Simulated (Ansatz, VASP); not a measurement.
## Ge in VASP and in Ansatz

Contents of INCAR:

```
ALGO = Normal ; EDIFF = 1E-7
ENCUT = 520 ; GGA = PS
ISIF = 2 ; ISMEAR = 0
LASPH = T ; LCHARG = T
LELF = T ; LREAL = F
LVHAR = T ; LWAVE = F
NBANDS = 36 ; NELM = 60
PREC = Accurate ; SIGMA = 0.15
```

The input KPOINTS:

```
k-points
0
Gamma
  12 12 8
```

The input POSCAR:

```
Ge
1.0
    3.9969678618      0.0000000000      0.0000000000
   -1.9984839309      3.4614757064      0.0000000000
    0.0000000000      0.0000000000      6.5963651449
Ge
4
Direct
    0.6666666667      0.3333333333      0.1311312457
    0.3333333333      0.6666666667      0.5629118567
    0.6666666667      0.3333333333      0.4370881433
    0.3333333333      0.6666666667      0.9370881433
```

Input for Ansatz:

```yaml
crystal:
  lattice:
    - [3.9969678618, 0.0, 0.0]
    - [-1.9984839309, 3.4614757064, 0.0]
    - [0.0, 0.0, 6.5963651449]
  atoms:
    - { symbol: Ge, position: [0.6666666667, 0.3333333333, 0.1311312457] }
    - { symbol: Ge, position: [0.3333333333, 0.6666666667, 0.5629118567] }
    - { symbol: Ge, position: [0.6666666667, 0.3333333333, 0.4370881433] }
    - { symbol: Ge, position: [0.3333333333, 0.6666666667, 0.9370881433] }
basis:
  ecutwfc: 420
kpoints:
  mp_grid: { grid: [12, 12, 8] }
hamiltonian:
  xc: pbesol
scf:
  occupations: { method: gaussian, width: 0.15 }
output:
  forces: true
  stress: true
  eigenvalues: true
```

Alike in both runs: task single point; functional PBEsol; k mesh 12 × 12 × 8; occupations gaussian, width 0.15 eV; no spin polarisation.

|  | VASP | Ansatz |
| --- | --- | --- |
| version | VASP 6.6.1 | Ansatz 0.2.0 |
| potentials or method | VASP PAW PBE potentials, release 64 (Ge_d), cutoff 520 eV | scalar-relativistic, plane waves, PAW |
| valence electrons in the cell | 56 | 56 |

|  | VASP | Ansatz | Ansatz less VASP |
| --- | --- | --- | --- |
| gap on the k mesh at the Fermi level (eV) | none | none | - |
| pressure (GPa) | 5.7 | 5.6 | -0.04 |
| traceless stress, the component that is largest in VASP (GPa) | 16.83 | 16.63 | -0.202 |
| rms of the force components (eV/Å) | 3.501 | 3.465 | -0.0362 |

VASP's potentials were made for PBE, not for PBEsol. Atom by atom the forces differ by 0.037 eV/Å (rms over components). A gap of «none» marks a metal or a gap that the smearing closes. With one functional, cell and mesh, what is left measures potentials, basis and numerics.
